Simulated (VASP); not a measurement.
**InSb: single point with PBE**

The system is InSb.

```
In Sb
1.0
     0.00000    3.45012    3.31742
     3.45012    0.00000    3.31742
     3.45012    3.45012    0.00000
In Sb
1 1
Cartesian
  0.0000 0.0000 0.0000
  5.1752 5.1752 4.9761
```

This cell differs from its parent crystal: strain +0.040 along x and y, +0.000 along z.

```json
{
  "Program": "VASP 6.6.1",
  "Task": "single point",
  "Functional": "PBE",
  "Potentials or basis": "VASP PAW PBE potentials, release 64 (In_d, Sb)",
  "Cutoff": "520 eV",
  "k mesh": "16 × 16 × 16",
  "Occupations": "gaussian, width 0.15 eV",
  "Spin": "no spin polarisation",
  "Dipole correction": "no",
  "Further INCAR settings": "ALGO = Normal; EDIFF = 1e-06; NBANDS = 16"
}
```

```json
{"Pressure": "-2.4 GPa"}
```

Stress tensor (GPa, compression positive):
```
-2.72  0.00  0.00
 0.00 -2.72  0.00
 0.00  0.00 -1.76
```

Levels at points of the mesh, in eV from the Fermi level:
| k point | band 7 | band 8 | band 9 | band 10 | band 11 | band 12 |
| --- | --- | --- | --- | --- | --- | --- |
| (0.00, 0.00, 0.00) | -1.15 | -0.19 | -0.19 | -0.03 | 2.77 | 2.86 |
| (0.50, 0.00, 0.00) | -5.13 | -1.03 | -0.83 | 0.16 | 3.56 | 3.72 |
| (0.50, 0.50, 0.00) | -5.37 | -2.06 | -2.06 | 1.06 | 1.35 | 7.17 |
| (0.50, 0.00, 0.50) | -5.51 | -1.89 | -1.87 | 1.31 | 1.50 | 7.02 |

Wall time 5 min on 1 thread of Intel Xeon 6975P-C, with other jobs on the host, peak memory 0.57 GiB.

Caveat: the cell differs from its parent crystal (strain +0.040 along x and y, +0.000 along z); spin-orbit coupling is left out, which moves the levels of the heavy elements.
